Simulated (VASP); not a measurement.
# CaO (Fm-3m) in VASP: notebook

CaO is run at these levels: r2SCAN; tasks: single point.

Everything below comes from runs of VASP 6.6.1. Logs are shortened: lines on timing, memory, paths and dates and some standing lists are left out, and cuts for length are marked.

### 1 The cell of the first run

Symmetry: Fm-3m, No. 225, cubic system. The conventional cell has a = 4.889 Å, b = 4.889 Å, c = 4.889 Å, α = 90.00°, β = 90.00°, γ = 90.00°. Within 3.2 Å of Ca (site symmetry m-3m) lie 6 O at 2.44 Å. Within 3.2 Å of O (site symmetry m-3m) lie 6 Ca at 2.44 Å.

### 2 Single point, r2SCAN (volume scaled by 1.06)

POSCAR

```
CaO
1.0
    0.0000000000      2.4444658965      2.4444658965
    2.4444658965      0.0000000000      2.4444658965
    2.4444658965      2.4444658965      0.0000000000
Ca O
1 1
Direct
    0.0000000000      0.0000000000      0.0000000000
    0.5000000000      0.5000000000      0.5000000000
```

INCAR.step1

```
PREC = Accurate
ENCUT = 520
ISMEAR = 0
SIGMA = 0.02
LREAL = False
LASPH = True
NELM = 100
NBANDS = 15
GGA = PE
ALGO = Normal
EDIFF = 1E-4
LWAVE = True
LCHARG = False
```

INCAR.step2

```
PREC = Accurate
ENCUT = 520
EDIFF = 1E-6
ISMEAR = 0
SIGMA = 0.02
LREAL = False
LASPH = True
NELM = 100
ALGO = Normal
ISIF = 2
LWAVE = False
LCHARG = True
METAGGA = R2SCAN
LMIXTAU = True
LELF = True
LVHAR = True
NBANDS = 15
ISTART = 1
```

KPOINTS

```
regular mesh
0
Gamma
  8 8 8
```

Potentials or basis: VASP PAW PBE potentials, release 64 (Ca_sv, O).

The run is started by

```sh
$ cat potpaw_PBE.64/Ca_sv/POTCAR potpaw_PBE.64/O/POTCAR > POTCAR
$ cp INCAR.step1 INCAR
$ mpirun -np 1 vasp_std > vasp.out
$ cp INCAR.step2 INCAR
$ mpirun -np 1 vasp_std > vasp.out
```

OUTCAR:

```text
PREC = Accurate
   ENCUT = 520
   EDIFF = 1E-6
   ISMEAR = 0
   LREAL = False
   LASPH = True
   NELM = 100
   ISIF = 2
   METAGGA = R2SCAN
   ISTART = 1

 ion  position               nearest neighbor table
   1  0.000  0.000  0.000-   2 2.44   2 2.44   2 2.44   2 2.44   2 2.44   2 2.44
   2  0.500  0.500  0.500-   1 2.44   1 2.44   1 2.44   1 2.44   1 2.44   1 2.44

  LATTYP: Found a face centered cubic cell.
 ALAT       =     4.8889317930

  Lattice vectors:

 A1 = (   0.0000000000,   2.4444658965,   2.4444658965)
 A2 = (   2.4444658965,   0.0000000000,   2.4444658965)
 A3 = (   2.4444658965,   2.4444658965,   0.0000000000)

Analysis of symmetry for initial positions (statically):
=====================================================================
 Subroutine PRICEL returns:
 Original cell was already a primitive cell.

 Routine SETGRP: Setting up the symmetry group for a
 face centered cubic supercell.

 Subroutine GETGRP returns: Found 48 space group operations
 (whereof 48 operations were pure point group operations)
 out of a pool of 48 trial point group operations.

The static configuration has the point symmetry O_h .

Analysis of symmetry for dynamics (positions and initial velocities):
=====================================================================
 Subroutine PRICEL returns:
 Original cell was already a primitive cell.

 Routine SETGRP: Setting up the symmetry group for a
 face centered cubic supercell.

 Subroutine GETGRP returns: Found 48 space group operations
 (whereof 48 operations were pure point group operations)
 out of a pool of 48 trial point group operations.

The dynamic configuration has the point symmetry O_h .

 Subroutine INISYM returns: Found 48 space group operations
 (whereof 48 operations are pure point group operations),
 and found     1 'primitive' translations

----------------------------------------------------------------------------------------

                                     Primitive cell

  volume of cell :      29.2134

  direct lattice vectors                    reciprocal lattice vectors
     0.000000000  2.444465897  2.444465897    -0.204543660  0.204543660  0.204543660
     2.444465897  0.000000000  2.444465897     0.204543660 -0.204543660  0.204543660
     2.444465897  2.444465897  0.000000000     0.204543660  0.204543660 -0.204543660

  length of vectors
     3.456996824  3.456996824  3.456996824     0.354280011  0.354280011  0.354280011

  position of ions in fractional coordinates (direct lattice)
     0.000000000  0.000000000  0.000000000
     0.500000000  0.500000000  0.500000000

  ion indices of the primitive-cell ions
   primitive index   ion index
                 1           1
                 2           2

----------------------------------------------------------------------------------------

 KPOINTS: regular mesh

Automatic generation of k-mesh.
 Grid dimensions read from file:
 generate k-points for:    8    8    8

 Generating k-lattice:

  Cartesian coordinates                     Fractional coordinates (reciprocal lattice)
    -0.025567957  0.025567957  0.025567957     0.125000000  0.000000000  0.000000000
     0.025567957 -0.025567957  0.025567957     0.000000000  0.125000000  0.000000000
     0.025567957  0.025567957 -0.025567957     0.000000000  0.000000000  0.125000000

  Length of vectors
     0.044285001  0.044285001  0.044285001

  Shift w.r.t. Gamma in fractional coordinates (k-lattice)
     0.000000000  0.000000000  0.000000000

 Subroutine IBZKPT returns following result:
 ===========================================

 Found     29 irreducible k-points:

 Following reciprocal coordinates:
            Coordinates               Weight
  0.000000  0.000000  0.000000      1.000000
  0.125000  0.000000  0.000000      8.000000
  0.250000  0.000000  0.000000      8.000000
  0.375000  0.000000  0.000000      8.000000
  0.500000  0.000000  0.000000      4.000000
  0.125000  0.125000  0.000000      6.000000
[... 16 lines left out ...]
  0.500000  0.250000  0.125000     48.000000
 -0.375000  0.250000  0.125000     24.000000
 [... further k-points ...]
   k-points           NKPTS =     29   k-points in BZ     NKDIM =     29   number of bands    NBANDS=     15
   number of dos      NEDOS =    301   number of ions     NIONS =      2
   total plane-waves  NPLWV =  21952
   dimension x,y,z NGX =    28 NGY =   28 NGZ =   28
   dimension x,y,z NGXF=    56 NGYF=   56 NGZF=   56
   ions per type =               1   1
   NGX,Y,Z   is equivalent  to a cutoff of  13.47, 13.47, 13.47 a.u.
   NGXF,Y,Z  is equivalent  to a cutoff of  26.93, 26.93, 26.93 a.u.
 SYSTEM =  unknown system
   PREC   = accura    normal or accurate (medium, high low for compatibility)
   ISTART =      1    job   : 0-new  1-cont  2-samecut
   ICHARG =      0    charge: 1-file 2-atom 10-const
   ISPIN  =      1    spin polarized calculation?
   LNONCOLLINEAR =      F non collinear calculations
[... 29 lines left out ...]
   METAGGA = R2SCAN    functional components
   LHFCALC =     F    Hartree Fock is set to
   AEXX    =    0.0000 exact exchange contribution
   IVDW    =     0    specifies the selected vdW correction
   LEPSILON=     F    determine dielectric tensor
   LRPA    =     F    only Hartree local field effects (RPA)
 non-spin polarized calculation
 Gauss-broadening in eV      SIGMA  =   0.02
  energy-cutoff  :      520.00
  volume of cell :       29.21
 maximum number of plane-waves:       817
 NGX is ok and might be reduce to    28
   NGX = 13   NGY = 13   NGZ = 13

 number of electron      16.0000005 magnetization

 Free energy of the ion-electron system (eV)
  ---------------------------------------------------
  ext. energy  EPLUGINS =         0.00000000
  ---------------------------------------------------
  free energy    TOTEN  =       -19.43206613 eV

  energy without entropy =      -19.43206613  energy(sigma->0) =      -19.43206613

 E-fermi :   1.9850     XC(G=0): -10.8076

 val. band max:        1.7376295420   @ k =   0.0000   0.0000   0.0000
 cond. band min:       5.9330877292   @ k =   0.5000   0.5000   0.0000
 fundamental gap:      4.1954581872
 Fermi energy:         1.9850115862

 k-point     1 :       0.0000    0.0000    0.0000
  band No.  band energies     occupation
      1     -37.5408      2.00000
      2     -17.4647      2.00000
      3     -17.4647      2.00000
      4     -17.4647      2.00000
      5     -14.6386      2.00000
      6       1.7376      2.00000
      7       1.7376      2.00000
      8       1.7376      2.00000
      9       6.7473      0.00000
     10       8.4581      0.00000
     11       8.4581      0.00000
     12       8.4581      0.00000
     13       9.9668      0.00000
     14       9.9668      0.00000
     15      17.1727      0.00000

 k-point     2 :       0.1250    0.0000    0.0000
  band No.  band energies     occupation
      1     -37.5291      2.00000
      2     -17.6469      2.00000
      3     -17.4713      2.00000
      4     -17.4713      2.00000
      5     -14.4458      2.00000
      6       1.2400      2.00000
      7       1.5490      2.00000
      8       1.5490      2.00000
      9       7.4163      0.00000
     10       8.4091      0.00000
     11       8.7119      0.00000
     12       8.7119      0.00000
     13      10.3084      0.00000
     14      10.3084      0.00000
     15      17.7141      0.00000

 k-point     3 :       0.2500    0.0000    0.0000
  band No.  band energies     occupation
      1     -37.5008      2.00000
      2     -18.0169      2.00000
      3     -17.4871      2.00000
      4     -17.4871      2.00000
      5     -14.0471      2.00000
      6       0.2962      2.00000
      7       1.1391      2.00000
      8       1.1391      2.00000
      9       8.4501      0.00000
     10       8.8729      0.00000
     11       9.3779      0.00000
     12       9.3779      0.00000
     13      11.1388      0.00000
     14      11.1388      0.00000
     15      17.9455      0.00000
[... 343 lines left out ...]
 k-point    23 :       0.5000    0.2500    0.1250
  band No.  band energies     occupation
      1     -37.4576      2.00000
      2     -18.1823      2.00000
      3     -17.6498      2.00000
      4     -17.5477      2.00000
      5     -13.8739      2.00000
      6      -0.1592      2.00000
      7       0.7459      2.00000
      8       0.9406      2.00000
      9       8.0826      0.00000
     10       9.6076      0.00000
     11      10.6043      0.00000
     12      10.6821      0.00000
     13      12.0189      0.00000
     14      13.1713      0.00000
     15      16.8632      0.00000

 k-point    24 :      -0.3750    0.2500    0.1250
  band No.  band energies     occupation
      1     -37.4482      2.00000
      2     -18.2364      2.00000
      3     -17.6618      2.00000
      4     -17.5690      2.00000
      5     -13.8227      2.00000
      6      -0.2084      2.00000
      7       0.6689      2.00000
      8       0.7564      2.00000
      9       8.9107      0.00000
     10       8.9946      0.00000
     11      10.8845      0.00000
     12      11.0178      0.00000
     13      12.3014      0.00000
     14      13.9636      0.00000
     15      15.9334      0.00000

 [... further k-points ...]
[... 5 lines left out ...]
  --------------------------------------------------------------------------------------
  -------------------------------------------------------------------------------------
  Total       -0.9488979     -0.9488979     -0.9488979     -0.0000000     -0.0000000      0.0000000
  in kB      -52.0412977    -52.0412977    -52.0412977     -0.0000000     -0.0000000      0.0000000
  external PRESSURE =     -52.0412977 kB  Pullay stress =       0.0000000 kB

 VOLUME and BASIS-vectors are now :
 -----------------------------------------------------------------------------
  energy-cutoff  :      520.00
  volume of cell :       29.21
      direct lattice vectors                 reciprocal lattice vectors
     0.000000000  2.444465897  2.444465897    -0.204543660  0.204543660  0.204543660
     2.444465897  0.000000000  2.444465897     0.204543660 -0.204543660  0.204543660
     2.444465897  2.444465897  0.000000000     0.204543660  0.204543660 -0.204543660

 POSITION                                       TOTAL-FORCE (eV/Angst)
 -----------------------------------------------------------------------------------
      0.00000      0.00000      0.00000         0.000000      0.000000      0.000000
      2.44447      2.44447      2.44447        -0.000000     -0.000000     -0.000000
 -----------------------------------------------------------------------------------
    total drift:                                0.000000      0.000000      0.000000

  FREE ENERGIE OF THE ION-ELECTRON SYSTEM (eV)
  ---------------------------------------------------
  free  energy   TOTEN  =       -19.4320661284 eV

  energy  without entropy=      -19.4320661284  energy(sigma->0) =      -19.43206613
```

Wall time 40 s (1 thread of AMD EPYC 9R45 (Zen 5), shared host); peak memory 0.14 GiB.

Results:

```yaml
Free_energy: -19.4321 eV
Pressure: -5.2 GPa
Band_gap_on_the_k_mesh: 4.20 eV, indirect (least direct gap 4.58 eV)
```

Caveat: the cell differs from its parent crystal (volume scaled by 1.06); the PAW data sets were made with another functional, which shifts forces and pressure a little.

### 3 Single point, r2SCAN (volume scaled by 1.10)

POSCAR

```
CaO
1.0
    0.0000000000      2.4748350378      2.4748350378
    2.4748350378      0.0000000000      2.4748350378
    2.4748350378      2.4748350378      0.0000000000
Ca O
1 1
Direct
    0.0000000000      0.0000000000      0.0000000000
    0.5000000000      0.5000000000      0.5000000000
```

INCAR.step1

```
PREC     = Accurate       # precision mode
ENCUT    = 520            # plane-wave cutoff, eV
ISMEAR   = 0              # smearing method
SIGMA    = 0.02           # smearing width, eV
LREAL    = False          # projectors in reciprocal space
LASPH    = True           # aspherical terms in the spheres
NELM     = 100            # most SCF steps
NBANDS   = 15             # bands
GGA      = PE             # functional
ALGO     = Normal         # electronic algorithm
EDIFF    = 1E-4           # SCF threshold, eV
LWAVE    = True           # write WAVECAR
LCHARG   = False          # write CHGCAR
```

INCAR.step2

```
PREC     = Accurate       # precision mode
ENCUT    = 520            # plane-wave cutoff, eV
EDIFF    = 1E-6           # SCF threshold, eV
ISMEAR   = 0              # smearing method
SIGMA    = 0.02           # smearing width, eV
LREAL    = False          # projectors in reciprocal space
LASPH    = True           # aspherical terms in the spheres
NELM     = 100            # most SCF steps
ALGO     = Normal         # electronic algorithm
ISIF     = 2              # what is computed and relaxed
LWAVE    = False          # write WAVECAR
LCHARG   = True           # write CHGCAR
METAGGA  = R2SCAN         # meta-GGA
LMIXTAU  = True         
LELF     = True           # ELF
LVHAR    = True         
NBANDS   = 15             # bands
ISTART   = 1
```

KPOINTS

```
Automatic mesh
0
Gamma
  8 8 8
```

Potentials or basis: VASP PAW PBE potentials, release 64 (Ca_sv, O).

The run is started by

```sh
$ cat potpaw_PBE.64/Ca_sv/POTCAR potpaw_PBE.64/O/POTCAR > POTCAR
$ cp INCAR.step1 INCAR
$ mpirun -np 1 vasp_std > vasp.out
$ cp INCAR.step2 INCAR
$ mpirun -np 1 vasp_std > vasp.out
```

It took 42 s on 1 thread of AMD EPYC 9R45 (Zen 5), shared host; peak memory 0.13 GiB.

It converged, with:

```yaml
Free_energy: -19.3863 eV
Pressure: -8.4 GPa
Band_gap_on_the_k_mesh: 4.19 eV, indirect (least direct gap 4.58 eV)
```

Levels at points of the mesh, in eV from the valence-band top:
```csv
k point,band 5,band 6,band 7,band 8,band 9,band 10,band 11,band 12
"(0.00, 0.00, 0.00)",-16.31,0.00,0.00,0.00,4.72,6.62,6.62,6.62
"(0.50, 0.00, 0.00)",-15.38,-2.40,-1.03,-1.03,7.28,8.53,8.56,8.56
"(0.50, 0.50, 0.00)",-16.09,-1.32,-0.39,-0.39,4.19,8.12,9.12,9.63
```

Caveat: the cell differs from its parent crystal (volume scaled by 1.10); the PAW data sets were made with another functional, which shifts forces and pressure a little. A k mesh can miss the band edges.

### 4 Single point, r2SCAN

This run uses another cell than the first one, of 13.78 Å³/atom, 0.943 times its volume.

POSCAR

```
CaO
1.0
    0.0000000000      2.3974452313      2.3974452313
    2.3974452313      0.0000000000      2.3974452313
    2.3974452313      2.3974452313      0.0000000000
Ca O
1 1
Direct
    0.0000000000      0.0000000000      0.0000000000
    0.5000000000      0.5000000000      0.5000000000
```

INCAR.step1

```
ALGO = Normal
EDIFF = 1E-5
ENCUT = 910
GGA = PE
GGA_COMPAT = False
ISMEAR = 0
LASPH = True
LCHARG = False
LREAL = False
LWAVE = True
NBANDS = 15
NELM = 120
PREC = Accurate
SIGMA = 0.02
```

INCAR.step2

```
ALGO = Normal
EDIFF = 1E-6
ENCUT = 910
GGA_COMPAT = False
ISIF = 2
ISMEAR = 0
ISTART = 1
LASPH = True
LCHARG = False
LMIXTAU = True
LREAL = False
LWAVE = False
METAGGA = R2SCAN
NBANDS = 15
NELM = 120
PREC = Accurate
SIGMA = 0.02
```

KPOINTS

```
k-points
0
Gamma
  8 8 8
```

Potentials or basis: VASP PAW PBE potentials, release 64 (Ca_sv, O_h).

The run is started by

```sh
$ cat potpaw_PBE.64/Ca_sv/POTCAR potpaw_PBE.64/O_h/POTCAR > POTCAR
$ cp INCAR.step1 INCAR
$ mpirun -np 1 vasp_std > vasp.out
$ cp INCAR.step2 INCAR
$ mpirun -np 1 vasp_std > vasp.out
```

Wall time 51 s (1 thread of Intel Xeon 6975P-C (Granite Rapids), shared host); peak memory 0.23 GiB.

Results (log left out):

```
Free energy            : -19.4635 eV
Pressure               : 0.9 GPa
Band gap on the k mesh : 4.19 eV, indirect (least direct gap 4.56 eV)
```

Levels at points of the mesh, in eV from the valence-band top:
```
           k point  band 6  band 7  band 8  band 9  band 10  band 11
(0.00, 0.00, 0.00)    0.00    0.00    0.00    5.49     6.88     6.88
(0.50, 0.00, 0.00)   -2.62   -1.21   -1.21    7.73     9.09     9.09
(0.50, 0.50, 0.00)   -1.29   -0.37   -0.37    4.19     8.82     9.68
```

Caveat: the cutoff is under 1.25 times the usual one of these potentials, so pressure, stress and relaxed cells hold a basis-set (Pulay) error; the PAW data sets were made with another functional, which shifts forces and pressure a little.

### 5 Single point, r2SCAN (volume scaled by 0.94)

POSCAR

```
CaO
1.0
    0.0000000000      2.3485040450      2.3485040450
    2.3485040450      0.0000000000      2.3485040450
    2.3485040450      2.3485040450      0.0000000000
Ca O
1 1
Direct
    0.0000000000      0.0000000000      0.0000000000
    0.5000000000      0.5000000000      0.5000000000
```

INCAR.step1

```
SYSTEM = CaO
  PREC = Accurate
  ENCUT = 910
  ISMEAR = 0
  SIGMA = 0.02
  LREAL = .FALSE.
  LASPH = .TRUE.
  NELM = 120
  NBANDS = 15
  GGA = PE
  ALGO = Normal
  EDIFF = 1E-5
  LWAVE = .TRUE.
  LCHARG = .FALSE.
  GGA_COMPAT = .FALSE.
```

INCAR.step2

```
SYSTEM = CaO
  PREC = Accurate
  ENCUT = 910
  EDIFF = 1E-6
  ISMEAR = 0
  SIGMA = 0.02
  LREAL = .FALSE.
  LASPH = .TRUE.
  NELM = 120
  ALGO = Normal
  ISIF = 2
  LWAVE = .FALSE.
  LCHARG = .FALSE.
  METAGGA = R2SCAN
  LMIXTAU = .TRUE.
  NBANDS = 15
  ISTART = 1
  GGA_COMPAT = .FALSE.
```

KPOINTS

```
regular mesh
0
G
  8 8 8
  0 0 0
```

The run is started by

```sh
$ cat potpaw_PBE.64/Ca_sv/POTCAR potpaw_PBE.64/O_h/POTCAR > POTCAR
$ cp INCAR.step1 INCAR
$ mpirun -np 1 vasp_std > vasp.out
$ cp INCAR.step2 INCAR
$ mpirun -np 1 vasp_std > vasp.out
```

It took 55 s on 1 thread of Intel Xeon 6975P-C (Granite Rapids), shared host; peak memory 0.23 GiB.

Results (log left out):

```yaml
Free_energy: -19.4093 eV
Pressure: 9.5 GPa
Band_gap_on_the_k_mesh: 4.16 eV, indirect (least direct gap 4.52 eV)
```

Levels at points of the mesh, in eV from the valence-band top:
```csv
k point,band 5,band 6,band 7,band 8,band 9,band 10,band 11,band 12
"(0.00, 0.00, 0.00)",-16.61,0.00,0.00,0.00,6.04,7.02,7.02,7.02
"(0.50, 0.00, 0.00)",-14.99,-2.77,-1.34,-1.34,8.03,9.44,9.44,9.78
"(0.50, 0.50, 0.00)",-16.40,-1.25,-0.35,-0.35,4.16,9.30,10.04,10.72
```

Caveat: the cell differs from its parent crystal (volume scaled by 0.94); the cutoff is under 1.25 times the usual one of these potentials, so pressure, stress and relaxed cells hold a basis-set (Pulay) error; the PAW data sets were made with another functional, which shifts forces and pressure a little. A k mesh can miss the band edges.

### 6 The runs side by side

```tsv
potentials or basis	cell	cutoff (eV)	second run	gap on the mesh (eV)	pressure (GPa)
VASP PAW PBE potentials, release 64 (Ca_sv, O)	a = 3.457 Å, angles 60.0°, 2 atoms	520	-	4.20	-5.2
VASP PAW PBE potentials, release 64 (Ca_sv, O)	a = 3.500 Å, angles 60.0°, 2 atoms	520	-	4.19	-8.4
VASP PAW PBE potentials, release 64 (Ca_sv, O_h)	a = 3.390 Å, angles 60.0°, 2 atoms	910	hard_potentials	4.19	0.9
VASP PAW PBE potentials, release 64 (Ca_sv, O_h)	a = 3.321 Å, angles 60.0°, 2 atoms	910	hard_potentials	4.16	9.5
```

Alike in all rows: task single point; level r2SCAN; no spin polarisation; k mesh 8 × 8 × 8; smearing gaussian 0.02 eV.

Caveats: the PAW data sets were made with another functional, which shifts forces and pressure a little; the cutoff is under 1.25 times the usual one of these potentials, so pressure, stress and relaxed cells hold a basis-set (Pulay) error (some runs).

Absolute energies hang on the potentials; compare differences alone.
